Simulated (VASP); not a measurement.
# InSb (Pm-3m) in VASP: single point with PBEsol

Aim: the single point of InSb with PBEsol.

All numbers are computed with VASP 6.6.1; they aren't measurements. Logs are shortened: lines on timing, memory, paths and dates and some standing lists are left out, and cuts for length are marked.

### 1 The cell of the first run

It takes space group Pm-3m (No. 221, cubic). The conventional cell has a = 3.872 Å, b = 3.872 Å, c = 3.872 Å, α = 90.00°, β = 90.00°, γ = 90.00°. In (site symmetry m-3m) has 8 Sb at 3.35 Å and 6 In at 3.87 Å within 4.4 Å. Within 4.4 Å of Sb (site symmetry m-3m) lie 8 In at 3.35 Å and 6 Sb at 3.87 Å.

### 2 Single point, PBEsol

File INCAR:

```
  PREC = Accurate
  ENCUT = 520
  EDIFF = 1E-7
  ISMEAR = 0
  SIGMA = 0.15
  LREAL = False
  LASPH = True
  NELM = 80
  ALGO = Normal
  ISIF = 2
  LWAVE = False
  LCHARG = True
  GGA = PS
  LELF = True
  LVHAR = True
  NBANDS = 16
```

File KPOINTS:

```
Automatic mesh
0
Gamma
  16 16 16
```

File POSCAR:

```
InSb
1.0
   -1.2907945753      2.5815891506      2.5815891506
    2.5815891506     -1.2907945753      2.5815891506
    2.5815891506      2.5815891506     -1.2907945753
In Sb
1 1
Direct
    0.0000000000      0.0000000000      0.0000000000
    0.5000000000      0.5000000000      0.5000000000
```

Potentials or basis: VASP PAW PBE potentials, release 64 (In_d, Sb).

The run is started by

```
$ cat potpaw_PBE.64/In_d/POTCAR potpaw_PBE.64/Sb/POTCAR > POTCAR
$ mpirun -np 1 vasp_std > vasp.out
```

OUTCAR:

```text
PREC = Accurate
   ENCUT = 520
   EDIFF = 1E-7
   ISMEAR = 0
   LREAL = False
   LASPH = True
   NELM = 80
   ISIF = 2
   GGA = PS

 ion  position               nearest neighbor table
   1  0.000  0.000  0.000-   2 3.35   2 3.35   2 3.35   2 3.35   2 3.35   2 3.35   2 3.35   2 3.35

   2  0.500  0.500  0.500-   1 3.35   1 3.35   1 3.35   1 3.35   1 3.35   1 3.35   1 3.35   1 3.35

  LATTYP: Found a simple cubic cell.
 ALAT       =     3.8723837259

  Lattice vectors:

 A1 = (  -1.2907945753,   2.5815891506,   2.5815891506)
 A2 = (   2.5815891506,  -1.2907945753,   2.5815891506)
 A3 = (   2.5815891506,   2.5815891506,  -1.2907945753)

Analysis of symmetry for initial positions (statically):
=====================================================================
 Subroutine PRICEL returns:
 Original cell was already a primitive cell.

 Routine SETGRP: Setting up the symmetry group for a
 simple cubic supercell.

 Subroutine GETGRP returns: Found 48 space group operations
 (whereof 48 operations were pure point group operations)
 out of a pool of 48 trial point group operations.

The static configuration has the point symmetry O_h .

Analysis of symmetry for dynamics (positions and initial velocities):
=====================================================================
 Subroutine PRICEL returns:
 Original cell was already a primitive cell.

 Routine SETGRP: Setting up the symmetry group for a
 simple cubic supercell.

 Subroutine GETGRP returns: Found 48 space group operations
 (whereof 48 operations were pure point group operations)
 out of a pool of 48 trial point group operations.

The dynamic configuration has the point symmetry O_h .

 Subroutine INISYM returns: Found 48 space group operations
 (whereof 48 operations are pure point group operations),
 and found     1 'primitive' translations

----------------------------------------------------------------------------------------

                                     Primitive cell

  volume of cell :      58.0678

  direct lattice vectors                    reciprocal lattice vectors
    -1.290794575  2.581589151  2.581589151    -0.086079624  0.172159247  0.172159247
     2.581589151 -1.290794575  2.581589151     0.172159247 -0.086079624  0.172159247
     2.581589151  2.581589151 -1.290794575     0.172159247  0.172159247 -0.086079624

  length of vectors
     3.872383726  3.872383726  3.872383726     0.258238871  0.258238871  0.258238871

  position of ions in fractional coordinates (direct lattice)
     0.000000000  0.000000000  0.000000000
     0.500000000  0.500000000  0.500000000

  ion indices of the primitive-cell ions
   primitive index   ion index
                 1           1
                 2           2

----------------------------------------------------------------------------------------

 KPOINTS: Automatic mesh

Automatic generation of k-mesh.
 Grid dimensions read from file:
 generate k-points for:   16   16   16

 Generating k-lattice:

  Cartesian coordinates                     Fractional coordinates (reciprocal lattice)
    -0.005379976  0.010759953  0.010759953     0.062500000  0.000000000  0.000000000
     0.010759953 -0.005379976  0.010759953     0.000000000  0.062500000  0.000000000
     0.010759953  0.010759953 -0.005379976     0.000000000  0.000000000  0.062500000

  Length of vectors
     0.016139929  0.016139929  0.016139929

  Shift w.r.t. Gamma in fractional coordinates (k-lattice)
     0.000000000  0.000000000  0.000000000

 Subroutine IBZKPT returns following result:
 ===========================================

 Found    165 irreducible k-points:

 Following reciprocal coordinates:
            Coordinates               Weight
  0.000000  0.000000  0.000000      1.000000
  0.062500  0.000000  0.000000      6.000000
  0.125000  0.000000  0.000000      6.000000
  0.187500  0.000000  0.000000      6.000000
  0.250000  0.000000  0.000000      6.000000
  0.312500  0.000000  0.000000      6.000000
[... 16 lines left out ...]
  0.437500  0.125000  0.000000     24.000000
  0.500000  0.125000 -0.000000     12.000000
 [... further k-points ...]
   k-points           NKPTS =    165   k-points in BZ     NKDIM =    165   number of bands    NBANDS=     16
   number of dos      NEDOS =    301   number of ions     NIONS =      2
   total plane-waves  NPLWV =  27000
   dimension x,y,z NGX =    30 NGY =   30 NGZ =   30
   dimension x,y,z NGXF=    60 NGYF=   60 NGZF=   60
   ions per type =               1   1
   NGX,Y,Z   is equivalent  to a cutoff of  12.88, 12.88, 12.88 a.u.
   NGXF,Y,Z  is equivalent  to a cutoff of  25.76, 25.76, 25.76 a.u.
 SYSTEM =  unknown system
   PREC   = accura    normal or accurate (medium, high low for compatibility)
   ISTART =      0    job   : 0-new  1-cont  2-samecut
   ICHARG =      2    charge: 1-file 2-atom 10-const
   ISPIN  =      1    spin polarized calculation?
   LNONCOLLINEAR =      F non collinear calculations
   LSORBIT =      F    spin-orbit coupling
   LASPH  =      T    aspherical Exc in radial PAW
   ENCUT  =  520.0 eV  38.22 Ry    6.18 a.u.   7.20  7.20  7.20*2*pi/ulx,y,z
   NELM   =     80;   NELMIN=  2; NELMDL= -5     # of ELM steps
   EDIFF  = 0.1E-06   stopping-criterion for ELM
   LREAL  =      F    real-space projection
   EDIFFG = 0.1E-05   stopping-criterion for IOM
   NSW    =      0    number of steps for IOM
   IBRION =     -1    ionic relax: 0-MD 1-quasi-New 2-CG
   NFREE  =      0    steps in history (QN), initial steepest desc. (CG)
   ISIF   =      2    stress and relaxation
   ISYM   =      2    0-nonsym 1-usesym 2-fastsym
   POTIM  = 0.5000    time-step for ionic-motion
   TEBEG  =    0.0;   TEEND  =   0.0 temperature during run
   PSTRESS=    0.0 pullay stress
   NELECT =      18.0000    total number of electrons
   NUPDOWN=      -1.0000    fix difference up-down
   EMIN   =  10.00;   EMAX   =-10.00  energy-range for DOS
   EFERMI =   0.00;   METHOD = LEGACY
   ISMEAR =     0;   SIGMA  =   0.15  broadening in eV -4-tet -1-fermi 0-gaus
   EFERMI_NEDOS =   21; number of points for ismear=-14 and -15
   IALGO  =     38    algorithm
   IMIX   =      4    mixing-type and parameters
     AMIX     =   0.40;   BMIX     =  1.00
     AMIX_MAG =   1.60;   BMIX_MAG =  1.00
  volume/ion in A,a.u.               =      29.03       195.93
  Fermi-wavevector in a.u.,A,eV,Ry     =   1.107951  2.093724 16.701910  1.227556
  Thomas-Fermi vector in A             =   2.244472
   LORBIT       =      0    0 simple, 1 ext, 2 COOP (PROOUT), +10 PAW based schemes
   GGA     = PS    functional components
   LHFCALC =     F    Hartree Fock is set to
   AEXX    =    0.0000 exact exchange contribution
   IVDW    =     0    specifies the selected vdW correction
   LEPSILON=     F    determine dielectric tensor
   LRPA    =     F    only Hartree local field effects (RPA)
 non-spin polarized calculation
 Gauss-broadening in eV      SIGMA  =   0.15
  energy-cutoff  :      520.00
  volume of cell :       58.07
 maximum number of plane-waves:      1596
 NGX is ok and might be reduce to    30
   NGX = 15   NGY = 15   NGZ = 15

 number of electron      17.9999985 magnetization

 Free energy of the ion-electron system (eV)
  ---------------------------------------------------
  ext. energy  EPLUGINS =         0.00000000
  ---------------------------------------------------
  free energy    TOTEN  =        -7.28521650 eV

  energy without entropy =       -7.26851963  energy(sigma->0) =       -7.27686806

 E-fermi :   6.6872     XC(G=0):  -9.9622

 val. band max:        6.6860763334   @ k =   0.3750   0.2500   0.0000
 cond. band min:       6.6966704541   @ k =   0.3750   0.2500   0.0625
 fundamental gap:      0.0105941207
 Fermi energy:         6.6872066963

 k-point     1 :       0.0000    0.0000    0.0000
  band No.  band energies     occupation
      1      -7.6611      2.00000
      2      -7.6611      2.00000
      3      -7.5708      2.00000
      4      -7.5708      2.00000
      5      -7.5708      2.00000
      6      -4.2920      2.00000
[... 8 lines left out ...]
     15      14.4774      0.00000
     16      18.5102      0.00000

 k-point     2 :       0.0625    0.0000    0.0000
  band No.  band energies     occupation
      1      -7.6609      2.00000
      2      -7.6578      2.00000
      3      -7.5722      2.00000
      4      -7.5722      2.00000
      5      -7.5707      2.00000
      6      -4.2573      2.00000
[... 8 lines left out ...]
     15      14.3053      0.00000
     16      18.1792      0.00000

 k-point     3 :       0.1250    0.0000    0.0000
  band No.  band energies     occupation
      1      -7.6602      2.00000
      2      -7.6486      2.00000
      3      -7.5763      2.00000
      4      -7.5763      2.00000
      5      -7.5705      2.00000
      6      -4.1540      2.00000
[... 8 lines left out ...]
     15      13.8367      0.00000
     16      17.4837      0.00000

 k-point     4 :       0.1875    0.0000    0.0000
  band No.  band energies     occupation
      1      -7.6593      2.00000
      2      -7.6348      2.00000
      3      -7.5824      2.00000
      4      -7.5824      2.00000
      5      -7.5701      2.00000
      6      -3.9853      2.00000
[... 8 lines left out ...]
     15      13.3715      0.00000
     16      16.6014      0.00000

 k-point     5 :       0.2500    0.0000    0.0000
  band No.  band energies     occupation
      1      -7.6581      2.00000
      2      -7.6186      2.00000
      3      -7.5896      2.00000
      4      -7.5896      2.00000
      5      -7.5697      2.00000
      6      -3.7582      2.00000
[... 8 lines left out ...]
     15      14.3051      0.00000
     16      15.7822      0.00000

 k-point     6 :       0.3125    0.0000    0.0000
  band No.  band energies     occupation
      1      -7.6570      2.00000
      2      -7.6024      2.00000
      3      -7.5967      2.00000
      4      -7.5967      2.00000
      5      -7.5693      2.00000
      6      -3.4869      2.00000
[... 8 lines left out ...]
     15      15.0410      0.00000
     16      15.6403      0.00000

 k-point     7 :       0.3750    0.0000    0.0000
  band No.  band energies     occupation
      1      -7.6560      2.00000
      2      -7.6028      2.00000
      3      -7.6028      2.00000
      4      -7.5888      2.00000
      5      -7.5689      2.00000
      6      -3.2010      2.00000
[... 8 lines left out ...]
     15      14.3957      0.00000
     16      17.1009      0.00000

 k-point     8 :       0.4375    0.0000    0.0000
  band No.  band energies     occupation
      1      -7.6554      2.00000
      2      -7.6068      2.00000
      3      -7.6068      2.00000
      4      -7.5797      2.00000
      5      -7.5687      2.00000
      6      -2.9604      2.00000
[... 8 lines left out ...]
     15      13.8932      0.00000
     16      18.6144      0.00000

 k-point     9 :       0.5000    0.0000    0.0000
  band No.  band energies     occupation
      1      -7.6552      2.00000
      2      -7.6082      2.00000
      3      -7.6082      2.00000
      4      -7.5765      2.00000
      5      -7.5686      2.00000
      6      -2.8606      2.00000
[... 8 lines left out ...]
     15      13.6762      0.00000
     16      19.1616      0.00000
[... 172 lines left out ...]
 k-point    19 :       0.1875    0.1250    0.0000
  band No.  band energies     occupation
      1      -7.6511      2.00000
      2      -7.6292      2.00000
      3      -7.5903      2.00000
      4      -7.5820      2.00000
      5      -7.5750      2.00000
      6      -3.8461      2.00000
[... 8 lines left out ...]
     15      14.0134      0.00000
     16      16.5597      0.00000

 k-point    20 :       0.2500    0.1250    0.0000
  band No.  band energies     occupation
      1      -7.6494      2.00000
      2      -7.6133      2.00000
      3      -7.5989      2.00000
      4      -7.5888      2.00000
      5      -7.5745      2.00000
      6      -3.6188      2.00000
[... 8 lines left out ...]
     15      14.5271      0.00000
     16      16.2647      0.00000

 k-point    21 :       0.3125    0.1250    0.0000
  band No.  band energies     occupation
      1      -7.6481      2.00000
      2      -7.6074      2.00000
      3      -7.5971      2.00000
      4      -7.5957      2.00000
      5      -7.5739      2.00000
      6      -3.3480      2.00000
[... 8 lines left out ...]
     15      15.7258      0.00000
     16      15.8811      0.00000

 k-point    22 :       0.3750    0.1250   -0.0000
  band No.  band energies     occupation
      1      -7.6470      2.00000
      2      -7.6145      2.00000
      3      -7.6015      2.00000
      4      -7.5833      2.00000
      5      -7.5734      2.00000
      6      -3.0636      2.00000
[... 8 lines left out ...]
     15      15.3162      0.00000
     16      17.1780      0.00000

 k-point    23 :       0.4375    0.1250    0.0000
  band No.  band energies     occupation
      1      -7.6463      2.00000
      2      -7.6193      2.00000
      3      -7.6054      2.00000
      4      -7.5741      2.00000
      5      -7.5731      2.00000
      6      -2.8255      2.00000
[... 8 lines left out ...]
     15      14.8938      0.00000
     16      17.5416      0.00000

 k-point    24 :       0.5000    0.1250   -0.0000
  band No.  band energies     occupation
      1      -7.6460      2.00000
      2      -7.6209      2.00000
      3      -7.6068      2.00000
      4      -7.5730      2.00000
      5      -7.5709      2.00000
      6      -2.7271      2.00000
[... 8 lines left out ...]
     15      14.7147      0.00000
     16      17.7208      0.00000

 [... further k-points ...]

------------------------ aborting loop because EDIFF is reached ----------------------------------------

  FORCE on cell =-STRESS in cart. coord.  units (eV):
  Direction    XX          YY          ZZ          XY          YZ          ZX
  --------------------------------------------------------------------------------------
  -------------------------------------------------------------------------------------
  Total       -1.7072877     -1.7072877     -1.7072877     -0.0000000     -0.0000000     -0.0000000
  in kB      -47.1066397    -47.1066397    -47.1066397     -0.0000000     -0.0000000     -0.0000000
  external PRESSURE =     -47.1066397 kB  Pullay stress =       0.0000000 kB

 VOLUME and BASIS-vectors are now :
 -----------------------------------------------------------------------------
  energy-cutoff  :      520.00
  volume of cell :       58.07
      direct lattice vectors                 reciprocal lattice vectors
    -1.290794575  2.581589151  2.581589151    -0.086079624  0.172159247  0.172159247
     2.581589151 -1.290794575  2.581589151     0.172159247 -0.086079624  0.172159247
     2.581589151  2.581589151 -1.290794575     0.172159247  0.172159247 -0.086079624

 POSITION                                       TOTAL-FORCE (eV/Angst)
 -----------------------------------------------------------------------------------
      0.00000      0.00000      0.00000        -0.000000     -0.000000     -0.000000
      1.93619      1.93619      1.93619         0.000000      0.000000      0.000000
 -----------------------------------------------------------------------------------
    total drift:                               -0.000000     -0.000000     -0.000000

  FREE ENERGIE OF THE ION-ELECTRON SYSTEM (eV)
  ---------------------------------------------------
  free  energy   TOTEN  =        -7.2852164988 eV

  energy  without entropy=       -7.2685196305  energy(sigma->0) =       -7.27686806
```

Run time: 46 s. Hardware: 1 thread of AMD EPYC 9R45 (Zen 5), shared host; peak memory 0.26 GiB.

Results:

* Free energy: -7.2852 eV
* Pressure: -4.7 GPa
* Band gap on the k mesh: zero (bands 9 and 10 overlap by 3.14 eV)

Levels at points of the mesh, in eV from the Fermi level:
| k point | band 6 | band 7 | band 8 | band 9 | band 10 | band 11 | band 12 | band 13 |
| --- | --- | --- | --- | --- | --- | --- | --- | --- |
| (0.00, 0.00, 0.00) | -10.98 | -2.43 | -0.56 | -0.56 | -0.56 | 4.12 | 4.12 | 7.79 |
| (0.50, 0.00, 0.00) | -9.55 | -6.72 | 1.13 | 1.13 | 2.01 | 2.20 | 3.77 | 3.77 |
| (0.50, 0.50, 0.00) | -8.34 | -4.15 | -4.04 | -4.04 | 1.75 | 5.39 | 5.47 | 5.47 |
| (0.50, 0.50, 0.50) | -7.68 | -2.52 | -1.96 | -1.96 | -1.96 | -0.23 | -0.23 | -0.23 |

Caveat: the cell stands under tension; the PAW data sets were made with another functional, which shifts forces and pressure a little; spin-orbit coupling is left out, which moves the levels of the heavy elements.
